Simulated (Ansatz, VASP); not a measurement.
Two plane-wave programs on CdSe

The input INCAR:

```
ALGO     = Fast           # electronic algorithm
EDIFF    = 1E-6           # SCF threshold, eV
EDIFFG   = -0.01          # ionic threshold
ENCUT    = 600            # plane-wave cutoff, eV
GGA      = PE             # functional
IBRION   = 2              # ionic algorithm
ISIF     = 3              # what is computed and relaxed
ISMEAR   = 0              # smearing method
LASPH    = True           # aspherical terms in the spheres
LCHARG   = False          # write CHGCAR
LREAL    = False          # projectors in reciprocal space
LWAVE    = False          # write WAVECAR
NELM     = 80             # most SCF steps
NSW      = 100            # ionic steps
PREC     = Accurate       # precision mode
SIGMA    = 0.1            # smearing width, eV
```

Contents of KPOINTS:

```
k-points
0
Gamma
  20 20 10
```

The input POSCAR:

```
CdSe
1.0
    2.8257779911      0.0000000000      0.0000000000
    0.0000000000      2.8257779911      0.0000000000
    0.0000000000      0.0000000000      6.1268755841
Cd Se
1 1
Direct
    0.0000000000      0.0000000000      0.0000000000
    0.0000000000      0.0000000000      0.5000000000
```

Input for Ansatz:

```yaml
crystal:
  lattice:
    - [2.8257779911, 0.0, 0.0]
    - [0.0, 2.8257779911, 0.0]
    - [0.0, 0.0, 6.1268755841]
  atoms:
    - { symbol: Cd, position: [0.0, 0.0, 0.0] }
    - { symbol: Se, position: [0.0, 0.0, 0.5] }
basis:
  ecutwfc: 420
kpoints:
  mp_grid: { grid: [20, 20, 10] }
hamiltonian:
  xc: pbe
scf:
  occupations: { method: gaussian, width: 0.1 }
output:
  forces: true
  stress: true
  eigenvalues: true
  write_density: true
  write_potential: true
  elf: true
  volumetric_format: npy
relax:
  adjacent_minimum: "off"
  f_tol: 0.01
  max_steps: 80
  cell: { stress_tol: 0.05 }
```

Alike in both runs: task relaxation of cell and atoms; functional PBE; k mesh 20 × 20 × 10; occupations gaussian, width 0.1 eV; no spin polarisation.

|  | VASP | Ansatz |
| --- | --- | --- |
| version | VASP 6.6.1 | Ansatz 0.2.0 |
| potentials or method | VASP PAW PBE potentials, release 64 (Cd, Se), cutoff 600 eV | scalar-relativistic, plane waves, PAW |
| valence electrons in the cell | 18 | 36 |

Ansatz gave:

| Quantity | Value |
| --- | --- |
| gap on the k mesh at the Fermi level, each at its own relaxed structure (eV) | none |
| relaxed volume (Å³/atom) | 24.37 |
| relaxed length of the cell vector where the two differ most in proportion (Å) | 2.830 |

Which values does VASP return?

gap on the k mesh at the Fermi level, each at its own relaxed structure (eV): none; relaxed volume (Å³/atom): 24.42; relaxed length of the cell vector where the two differ most in proportion (Å): 2.833.

A gap of «none» marks a metal or a gap that the smearing closes. VASP's potentials hold 18 valence electrons a cell and Ansatz's 36, so a difference there can come from the potentials and not from the codes.
